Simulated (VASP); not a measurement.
# TiCo (Pm-3m) in VASP: further runs, part 2 of 2

VASP 6.6.1. Earlier steps stand in the parts before.

### Step 4. Relaxation of cell and atoms, PBE+D4, collinear spin, ferromagnetic start

This run uses another cell than the first one, of 13.31 Å³/atom, 1.025 times its volume.

INCAR reads:

```
SYSTEM = TiCo
  PREC = Accurate
  ENCUT = 600
  EDIFF = 1E-6
  ISMEAR = -1
  SIGMA = 0.05
  LREAL = .False.
  LASPH = .True.
  NELM = 150
  ALGO = Normal
  ISIF = 3
  LWAVE = .False.
  LCHARG = .False.
  ISPIN = 2
  MAGMOM = 2 1
  LORBIT = 11
  LMAXMIX = 4
  GGA = PE
  IVDW = 13
  IBRION = 2
  NSW = 80
  EDIFFG = -0.02
```

KPOINTS reads:

```
Automatic mesh
0
Gamma
  9 9 9
  0 0 0
```

POSCAR reads:

```
TiCo
1.0
    2.9861109900      0.0000000000      0.0000000000
    0.0000000000      2.9861109900      0.0000000000
    0.0000000000      0.0000000000      2.9861109900
Co Ti
1 1
Direct
    0.5000000000      0.5000000000      0.5000000000
    0.0000000000      0.0000000000      0.0000000000
```

Potentials or basis: VASP PAW PBE potentials, release 64 (Co, Ti_sv).

The run is started by

```sh
cat potpaw_PBE.64/Co/POTCAR potpaw_PBE.64/Ti_sv/POTCAR > POTCAR
mpirun -np 1 vasp_std > vasp.out
```

OUTCAR:

```text
SYSTEM = TiCo
   PREC = Accurate
   ENCUT = 600
   EDIFF = 1E-6
   ISMEAR = -1
   LREAL = .False.
   LASPH = .True.
   NELM = 150
   ISIF = 3
   ISPIN = 2
   LORBIT = 11
   GGA = PE
   IVDW = 13
   IBRION = 2
   NSW = 80
   EDIFFG = -0.02

 ion  position               nearest neighbor table
   1  0.500  0.500  0.500-   2 2.59   2 2.59   2 2.59   2 2.59   2 2.59   2 2.59   2 2.59   2 2.59

   2  0.000  0.000  0.000-   1 2.59   1 2.59   1 2.59   1 2.59   1 2.59   1 2.59   1 2.59   1 2.59

  LATTYP: Found a simple cubic cell.
 ALAT       =     2.9861109900

  Lattice vectors:

 A1 = (   2.9861109900,   0.0000000000,   0.0000000000)
 A2 = (   0.0000000000,   2.9861109900,   0.0000000000)
 A3 = (   0.0000000000,   0.0000000000,   2.9861109900)

Analysis of symmetry for initial positions (statically):
[... 1198 lines left out ...]
  ---------------------------------------------------
  ext. energy  EPLUGINS =         0.00000000
  ---------------------------------------------------
  free energy    TOTEN  =       -15.67677309 eV

  energy without entropy =      -15.65955979  energy(sigma->0) =      -15.66816644

 E-fermi :  10.3490     XC(G=0): -12.7329

 val. band max:       10.3302282915   @ k =   0.4444   0.4444   0.3333
 cond. band min:      10.3585873387   @ k =   0.3333   0.3333   0.2222
 fundamental gap:      0.0283590473
 Fermi energy:        10.3490019077

 spin component 1

 k-point     1 :       0.0000    0.0000    0.0000
  band No.  band energies     occupation
      1     -46.7947      1.00000
      2     -22.8788      1.00000
      3     -22.8788      1.00000
      4     -22.8788      1.00000
      5       2.5133      1.00000
      6       6.0621      1.00000
[... 940 lines left out ...]
  FREE ENERGIE OF THE ION-ELECTRON SYSTEM (eV)
  ---------------------------------------------------
  free  energy   TOTEN  =       -16.3061534065 eV

  energy  without entropy=      -16.2889401023  energy(sigma->0) =      -16.29754675

 reached required accuracy - stopping structural energy minimisation

 total charge

# of ion       s       p       d       tot
------------------------------------------
    1        0.535   0.474   7.332   8.341
    2        2.254   6.190   1.886  10.329
--------------------------------------------------
tot          2.789   6.663   9.217  18.670

 magnetization (x)

# of ion       s       p       d       tot
------------------------------------------
    1        0.025  -0.006   0.774   0.793
    2       -0.002  -0.012  -0.006  -0.021
--------------------------------------------------
tot          0.022  -0.018   0.768   0.772
```

OSZICAR:

```text
N       E                     dE             d eps       ncg     rms          rms(c)
DAV:   1     0.157777731297E+03    0.15778E+03   -0.11755E+04  2248   0.189E+03
DAV:   2    -0.878533297119E+01   -0.16656E+03   -0.16291E+03  2360   0.385E+02
DAV:   3    -0.173262587933E+02   -0.85409E+01   -0.84724E+01  3232   0.950E+01
[... 36 lines left out ...]
DAV:   7    -0.156765353344E+02   -0.21603E-02   -0.84952E-03  3336   0.862E-01    0.815E-02
DAV:   8    -0.156767176885E+02   -0.18235E-03   -0.91005E-04  3440   0.226E-01    0.667E-02
DAV:   9    -0.156767646820E+02   -0.46994E-04   -0.33523E-04  2856   0.194E-01    0.247E-02
DAV:  10    -0.156767723068E+02   -0.76248E-05   -0.35449E-05  3336   0.509E-02    0.111E-02
DAV:  11    -0.156767730915E+02   -0.78470E-06   -0.90113E-06  2832   0.161E-02
   3 F= -.16306153E+02 E0= -.16297547E+02  d E =-.118160E-01  mag=     0.7299
```

CONTCAR:

```text
TiCo
   1.00000000000000
     2.9567156929163096    0.0000000000000000    0.0000000000000000
    -0.0000000000000000    2.9567156929163096    0.0000000000000000
     0.0000000000000000    0.0000000000000000    2.9567156929163096
  Co              Ti
     1     1
Direct
     0.5000000000000000    0.5000000000000000    0.5000000000000000
     0.0000000000000000    0.0000000000000000    0.0000000000000000

  0.00000000E+00  0.00000000E+00  0.00000000E+00
  0.00000000E+00  0.00000000E+00  0.00000000E+00
```

Wall time 42 s (1 thread of Intel Xeon 6975P-C (Granite Rapids), shared host); peak memory 0.17 GiB.

What came out:

```
Free energy                                           : -16.3062 eV
Relaxed volume                                        : 12.92 Å³/atom
Relaxed cell                                          : a = 2.957 Å, b = 2.957 Å, c = 2.957 Å, α = 90.00°, β = 90.00°, γ = 90.00°
Space group after relaxing (to 0.05 Å)                : Pm-3m (No. 221)
Energy gained by relaxing                             : 5.9 meV/atom
Ionic steps                                           : 3
Pressure after relaxing                               : 0.1 GPa
Net moment                                            : 0.73 μB per cell
Site moments                                          : Co +0.79; Ti -0.02 μB
Valence electrons inside the program's atomic spheres : Co 8.34; Ti 10.33
Dispersion energy per atom                            : -0.315 eV
```

The path:
| step | energy change (eV) | largest force (eV/Å) | pressure (GPa) | volume (Å³) |
| --- | --- | --- | --- | --- |
| 1 | 0.0000 | 0.0000 | -4.75 | 26.63 |
| 2 | -0.0007 | 0.0000 | 5.25 | 25.13 |
| 3 | -0.0118 | 0.0000 | 0.14 | 25.85 |

Final structure:
```xyz
2
Lattice="2.9567 0.0000 0.0000 0.0000 2.9567 0.0000 0.0000 0.0000 2.9567" Properties=species:S:1:pos:R:3 pbc="T T T"
Co    1.4784    1.4784    1.4784
Ti    0.0000    0.0000    0.0000
```

Levels at points of the mesh, in eV from the Fermi level:
Spin up:
```csv
k point,band 7,band 8,band 9,band 10,band 11,band 12,band 13,band 14
"(0.00, 0.00, 0.00)",-4.29,-1.89,-1.89,-1.89,0.51,0.51,2.74,2.74
```
Spin down:
| k point | band 6 | band 7 | band 8 | band 9 | band 10 | band 11 | band 12 | band 13 | band 14 | band 15 |
| --- | --- | --- | --- | --- | --- | --- | --- | --- | --- | --- |
| (0.00, 0.00, 0.00) | -3.73 | -3.73 | -1.42 | -1.42 | -1.42 | 0.99 | 0.99 | 2.83 | 2.83 | 2.83 |

Caveat: pairwise dispersion overbinds metals, which lowers pressure and volume.

### Step 5. Single point, PBE, collinear spin, ferromagnetic start

This run uses another cell than the first one, of 13.31 Å³/atom, 1.025 times its volume.

INCAR reads:

```
SYSTEM = TiCo
PREC = Accurate ; ENCUT = 520
EDIFF = 1E-6 ; ISMEAR = -1
SIGMA = 0.05 ; LREAL = .FALSE.
LASPH = .TRUE. ; NELM = 150
ALGO = Fast ; ISIF = 2
LWAVE = .FALSE. ; LCHARG = .TRUE.
ISPIN = 2 ; MAGMOM = 3.5 2.5
LORBIT = 11 ; LMAXMIX = 4
GGA = PE ; LELF = .TRUE.
LVHAR = .TRUE. ; NBANDS = 22
```

KPOINTS reads:

```
Automatic mesh
0
G
  9 9 9
  0 0 0
```

POSCAR is that of step 4.

The run is started by

```sh
cat potpaw_PBE.64/Co/POTCAR potpaw_PBE.64/Ti_sv/POTCAR > POTCAR
mpirun -np 1 vasp_std > vasp.out
```

Run time: 59 s. Hardware: 1 thread of AMD EPYC 7R43 (Zen 3), shared host; peak memory 0.13 GiB.

Results (log left out):

```yaml
Free_energy: -15.6832 eV
Pressure: -0.9 GPa
Net_moment: 0.79 μB per cell
Site_moments: Co +0.88; Ti -0.03 μB
Valence_electrons_inside_the_program's_atomic_spheres: Co 8.29; Ti 10.29
```

Levels at points of the mesh, in eV from the Fermi level:
Spin up:
| k point | band 7 | band 8 | band 9 | band 10 | band 11 | band 12 | band 13 | band 14 | band 15 | band 16 |
| --- | --- | --- | --- | --- | --- | --- | --- | --- | --- | --- |
| (0.00, 0.00, 0.00) | -4.17 | -1.87 | -1.87 | -1.87 | 0.47 | 0.47 | 2.65 | 2.65 | 2.65 | 8.91 |
Spin down:
| k point | band 7 | band 8 | band 9 | band 10 | band 11 | band 12 | band 13 | band 14 |
| --- | --- | --- | --- | --- | --- | --- | --- | --- |
| (0.00, 0.00, 0.00) | -3.55 | -1.36 | -1.36 | -1.36 | 0.99 | 0.99 | 2.74 | 2.74 |

### Step 6. The runs side by side

| task | level | cell | cutoff (eV) | smearing | gap on the mesh (eV) | pressure (GPa) | moment (μB) |
| --- | --- | --- | --- | --- | --- | --- | --- |
| single point | PBE+D4 | a = 2.961 Å, 2 atoms | 520 | fermi-dirac 0.05 eV | none | -0.8 | 0.74 |
| single point | PBE | a = 2.986 Å, 2 atoms | 520 | gaussian 0.013 eV | none | -0.9 | 0.84 |
| relaxation of cell and atoms | PBE+D4 | relaxed from a = 2.986 Å, 2 atoms | 600 | fermi-dirac 0.05 eV | none | 0.1 | 0.73 |
| single point | PBE | a = 2.986 Å, 2 atoms | 520 | fermi-dirac 0.05 eV | none | -0.9 | 0.79 |

Alike in all rows: potentials or basis VASP PAW PBE potentials, release 64 (Co, Ti_sv); spin collinear, ferromagnetic start; k mesh 9 × 9 × 9.

Caveats: pairwise dispersion overbinds metals, which lowers pressure and volume (some runs).

Absolute energies hang on the potentials; compare differences alone.
